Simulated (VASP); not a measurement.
# Tl (P-1) in VASP: single point with PBE

Aim: the single point of Tl with PBE.

All numbers are computed with VASP 6.6.1; they aren't measurements. Logs are shortened: lines on timing, memory, paths and dates and some standing lists are left out, and cuts for length are marked.

## 1. The cell of the first run

The typed cell holds 1 atom: a = 3.438 Å, b = 3.455 Å, c = 3.448 Å, α = 112.21°, β = 101.43°, γ = 114.67°.

## 2. Single point, PBE

Input file INCAR:

```
PREC = Accurate ; ENCUT = 520
EDIFF = 1E-6 ; ISMEAR = 0
SIGMA = 0.1 ; LREAL = F
LASPH = T ; NELM = 100
ALGO = Normal ; ISIF = 2
LWAVE = F ; LCHARG = T
GGA = PE ; LELF = T
LVHAR = T ; NBANDS = 12
```

Input file KPOINTS:

```
regular mesh
0
Gamma
  6 6 6
```

Input file POSCAR:

```
Tl
1.0
    3.4342531553     -0.1198830766      0.0943236188
   -1.3287881487      3.1862813434     -0.1294545888
   -0.8213371420     -1.6370609189      2.9214258494
Tl
1
Direct
    0.0000000000      0.5000000000      0.0000000000
```

Potentials or basis: VASP PAW PBE potentials, release 64 (Tl_d).

On the command line:

```
$ cat potpaw_PBE.64/Tl_d/POTCAR > POTCAR
$ mpirun -np 1 vasp_std > vasp.out
```

OUTCAR:

```text
PREC = Accurate
   ENCUT = 520
   EDIFF = 1E-6
   ISMEAR = 0
   LREAL = F
   LASPH = T
   NELM = 100
   ISIF = 2
   GGA = PE

 ion  position               nearest neighbor table
   1  0.000  0.500  0.000-

  LATTYP: Found a triclinic cell.
 ALAT       =     3.4376392527
 B/A-ratio  =     1.2682898109
 C/A-ratio  =     1.0820838433
 COS(alpha) =     0.0004912415
 COS(beta)  =     0.5364490489
 COS(gamma) =     0.6317453433

  Lattice vectors:

 A1 = (  -3.4342531553,   0.1198830766,  -0.0943236188)
 A2 = (  -2.6129160133,   1.7569439955,  -3.0157494682)
 A3 = (  -2.1054650066,  -3.0663982668,   0.0351309700)

Analysis of symmetry for initial positions (statically):
=====================================================================
 Subroutine PRICEL returns:
 Original cell was already a primitive cell.

 Routine SETGRP: Setting up the symmetry group for a
 triclinic supercell.

 Subroutine GETGRP returns: Found  2 space group operations
 (whereof  2 operations were pure point group operations)
 out of a pool of  2 trial point group operations.

The static configuration has the point symmetry S_2 .

Analysis of symmetry for dynamics (positions and initial velocities):
=====================================================================
 Subroutine PRICEL returns:
 Original cell was already a primitive cell.

 Routine SETGRP: Setting up the symmetry group for a
 triclinic supercell.

 Subroutine GETGRP returns: Found  2 space group operations
 (whereof  2 operations were pure point group operations)
 out of a pool of  2 trial point group operations.

The dynamic configuration has the point symmetry S_2 .

 Subroutine INISYM returns: Found  2 space group operations
 (whereof  2 operations are pure point group operations),
 and found     1 'primitive' translations

----------------------------------------------------------------------------------------

                                     Primitive cell

  volume of cell :      31.2138

  direct lattice vectors                    reciprocal lattice vectors
     3.434253155 -0.119883077  0.094323619     0.291427592  0.127773075  0.153532089
    -1.328788149  3.186281343 -0.129454589     0.006273381  0.323907717  0.183269832
    -0.821337142 -1.637060919  2.921425849    -0.009131290  0.010227650  0.345462617

  length of vectors
     3.437639253  3.454681640  3.448085287     0.353310207  0.372214180  0.345734587

  position of ions in fractional coordinates (direct lattice)
     1.000000000  0.500000000  0.000000000

  ion indices of the primitive-cell ions
   primitive index   ion index
                 1           1

----------------------------------------------------------------------------------------

 KPOINTS: regular mesh

Automatic generation of k-mesh.
 Grid dimensions read from file:
 generate k-points for:    6    6    6

 Generating k-lattice:

  Cartesian coordinates                     Fractional coordinates (reciprocal lattice)
     0.048571265  0.021295512  0.025588681     0.166666667 -0.000000000  0.000000000
     0.001045564  0.053984619  0.030544972    -0.000000000  0.166666667  0.000000000
    -0.001521882  0.001704608  0.057577103    -0.000000000  0.000000000  0.166666667

  Length of vectors
     0.058885034  0.062035697  0.057622431

  Shift w.r.t. Gamma in fractional coordinates (k-lattice)
     0.000000000  0.000000000  0.000000000

 Subroutine IBZKPT returns following result:
 ===========================================

 Found    112 irreducible k-points:

 Following reciprocal coordinates:
            Coordinates               Weight
  0.000000  0.000000  0.000000      1.000000
  0.166667  0.000000 -0.000000      2.000000
  0.333333  0.000000 -0.000000      2.000000
  0.500000  0.000000  0.000000      1.000000
  0.000000  0.166667 -0.000000      2.000000
  0.166667  0.166667 -0.000000      2.000000
[... 16 lines left out ...]
  0.333333  0.000000  0.166667      2.000000
  0.500000  0.000000  0.166667      2.000000
 [... further k-points ...]
   k-points           NKPTS =    112   k-points in BZ     NKDIM =    112   number of bands    NBANDS=     12
   number of dos      NEDOS =    301   number of ions     NIONS =      1
   total plane-waves  NPLWV =  21952
   dimension x,y,z NGX =    28 NGY =   28 NGZ =   28
   dimension x,y,z NGXF=    56 NGYF=   56 NGZF=   56
   ions per type =               1
   NGX,Y,Z   is equivalent  to a cutoff of  13.54, 13.47, 13.50 a.u.
   NGXF,Y,Z  is equivalent  to a cutoff of  27.08, 26.95, 27.00 a.u.
 SYSTEM =  unknown system
   PREC   = accura    normal or accurate (medium, high low for compatibility)
   ISTART =      0    job   : 0-new  1-cont  2-samecut
   ICHARG =      2    charge: 1-file 2-atom 10-const
   ISPIN  =      1    spin polarized calculation?
   LNONCOLLINEAR =      F non collinear calculations
   LSORBIT =      F    spin-orbit coupling
   LASPH  =      T    aspherical Exc in radial PAW
   ENCUT  =  520.0 eV  38.22 Ry    6.18 a.u.   6.39  6.42  6.41*2*pi/ulx,y,z
   NELM   =    100;   NELMIN=  2; NELMDL= -5     # of ELM steps
   EDIFF  = 0.1E-05   stopping-criterion for ELM
   LREAL  =      F    real-space projection
   EDIFFG = 0.1E-04   stopping-criterion for IOM
   NSW    =      0    number of steps for IOM
   IBRION =     -1    ionic relax: 0-MD 1-quasi-New 2-CG
   NFREE  =      0    steps in history (QN), initial steepest desc. (CG)
   ISIF   =      2    stress and relaxation
   ISYM   =      2    0-nonsym 1-usesym 2-fastsym
   POTIM  = 0.5000    time-step for ionic-motion
   TEBEG  =    0.0;   TEEND  =   0.0 temperature during run
   PSTRESS=    0.0 pullay stress
   NELECT =      13.0000    total number of electrons
   NUPDOWN=      -1.0000    fix difference up-down
   EMIN   =  10.00;   EMAX   =-10.00  energy-range for DOS
   EFERMI =   0.00;   METHOD = LEGACY
   ISMEAR =     0;   SIGMA  =   0.10  broadening in eV -4-tet -1-fermi 0-gaus
   EFERMI_NEDOS =   21; number of points for ismear=-14 and -15
   IALGO  =     38    algorithm
   IMIX   =      4    mixing-type and parameters
     AMIX     =   0.40;   BMIX     =  1.00
     AMIX_MAG =   1.60;   BMIX_MAG =  1.00
  volume/ion in A,a.u.               =      31.21       210.64
  Fermi-wavevector in a.u.,A,eV,Ry     =   1.222570  2.310323 20.336325  1.494678
  Thomas-Fermi vector in A             =   2.357712
   LORBIT       =      0    0 simple, 1 ext, 2 COOP (PROOUT), +10 PAW based schemes
   GGA     = PE    functional components
   LHFCALC =     F    Hartree Fock is set to
   AEXX    =    0.0000 exact exchange contribution
   IVDW    =     0    specifies the selected vdW correction
   LEPSILON=     F    determine dielectric tensor
   LRPA    =     F    only Hartree local field effects (RPA)
 non-spin polarized calculation
 Gauss-broadening in eV      SIGMA  =   0.10
  energy-cutoff  :      520.00
  volume of cell :       31.21
 maximum number of plane-waves:       855
 NGX is ok and might be reduce to    28
   NGX = 13   NGY = 13   NGZ = 13

 number of electron      13.0000001 magnetization

 Free energy of the ion-electron system (eV)
  ---------------------------------------------------
  ext. energy  EPLUGINS =         0.00000000
  ---------------------------------------------------
  free energy    TOTEN  =        -2.22665736 eV

  energy without entropy =       -2.22377789  energy(sigma->0) =       -2.22521762

 E-fermi :   5.5668     XC(G=0):  -9.7632

 val. band max:        5.5066464112   @ k =  -0.3333   0.3333   0.5000
 cond. band min:       5.5708867645   @ k =   0.0000   0.3333   0.3333
 fundamental gap:      0.0642403533
 Fermi energy:         5.5668168524

 k-point     1 :       0.0000    0.0000    0.0000
  band No.  band energies     occupation
      1      -5.9195      2.00000
      2      -5.8718      2.00000
      3      -5.7632      2.00000
      4      -5.6224      2.00000
      5      -5.5002      2.00000
      6      -3.7854      2.00000
      7      15.0862      0.00000
      8      15.2850      0.00000
      9      15.8499      0.00000
     10      17.0248      0.00000
     11      18.8580      0.00000
     12      19.1655      0.00000

 k-point     2 :       0.1667    0.0000   -0.0000
  band No.  band energies     occupation
      1      -5.8921      2.00000
      2      -5.8595      2.00000
      3      -5.7000      2.00000
      4      -5.6142      2.00000
      5      -5.5295      2.00000
      6      -3.2071      2.00000
      7      11.4045      0.00000
      8      14.0837      0.00000
      9      14.6305      0.00000
     10      16.7454      0.00000
     11      17.8768      0.00000
     12      18.0861      0.00000

 k-point     3 :       0.3333    0.0000   -0.0000
  band No.  band energies     occupation
      1      -5.9387      2.00000
      2      -5.9147      2.00000
      3      -5.6281      2.00000
      4      -5.5061      2.00000
      5      -5.4613      2.00000
      6      -1.4533      2.00000
      7       6.3690      0.00000
      8      12.3599      0.00000
      9      13.4873      0.00000
     10      16.0208      0.00000
     11      17.1876      0.00000
     12      18.0467      0.00000
[... 286 lines left out ...]
 k-point    23 :       0.3333    0.0000    0.1667
  band No.  band energies     occupation
      1      -5.9353      2.00000
      2      -5.8572      2.00000
      3      -5.6277      2.00000
      4      -5.5316      2.00000
      5      -5.4325      2.00000
      6      -0.0953      2.00000
      7       5.0699      2.00000
      8       8.9019      0.00000
      9      12.5503      0.00000
     10      17.1270      0.00000
     11      18.4337      0.00000
     12      20.5566      0.00000

 k-point    24 :       0.5000    0.0000    0.1667
  band No.  band energies     occupation
      1      -5.9684      2.00000
      2      -5.8515      2.00000
      3      -5.6325      2.00000
      4      -5.5202      2.00000
      5      -5.3944      2.00000
      6       0.3128      2.00000
      7       4.4559      2.00000
      8       9.3056      0.00000
      9      12.0018      0.00000
     10      16.6923      0.00000
     11      17.4979      0.00000
     12      20.0242      0.00000

 [... further k-points ...]
[... 5 lines left out ...]
  --------------------------------------------------------------------------------------
  -------------------------------------------------------------------------------------
  Total        0.0045054     -0.0291147     -0.0555133     -0.0056249      0.0006454     -0.0342003
  in kB        0.2312597     -1.4944317     -2.8494513     -0.2887230      0.0331301     -1.7554721
  external PRESSURE =      -1.3708745 kB  Pullay stress =       0.0000000 kB

 VOLUME and BASIS-vectors are now :
 -----------------------------------------------------------------------------
  energy-cutoff  :      520.00
  volume of cell :       31.21
      direct lattice vectors                 reciprocal lattice vectors
     3.434253155 -0.119883077  0.094323619     0.291427592  0.127773075  0.153532089
    -1.328788149  3.186281343 -0.129454589     0.006273381  0.323907717  0.183269832
    -0.821337142 -1.637060919  2.921425849    -0.009131290  0.010227650  0.345462617

 POSITION                                       TOTAL-FORCE (eV/Angst)
 -----------------------------------------------------------------------------------
     -0.66439      1.59314     -0.06473         0.000000     -0.000000      0.000000
 -----------------------------------------------------------------------------------
    total drift:                               -0.000000      0.000000     -0.000000

  FREE ENERGIE OF THE ION-ELECTRON SYSTEM (eV)
  ---------------------------------------------------
  free  energy   TOTEN  =        -2.2266573574 eV

  energy  without entropy=       -2.2237778854  energy(sigma->0) =       -2.22521762
```

Wall time 14 s (1 thread of Intel Xeon 6975P-C (Granite Rapids), shared host); peak memory 0.18 GiB.

Results:

* Free energy: -2.2267 eV
* Pressure: -0.1 GPa

Caveat: the k points lie up to 0.39 Å⁻¹ apart; spin-orbit coupling is left out, which moves the levels of the heavy elements.
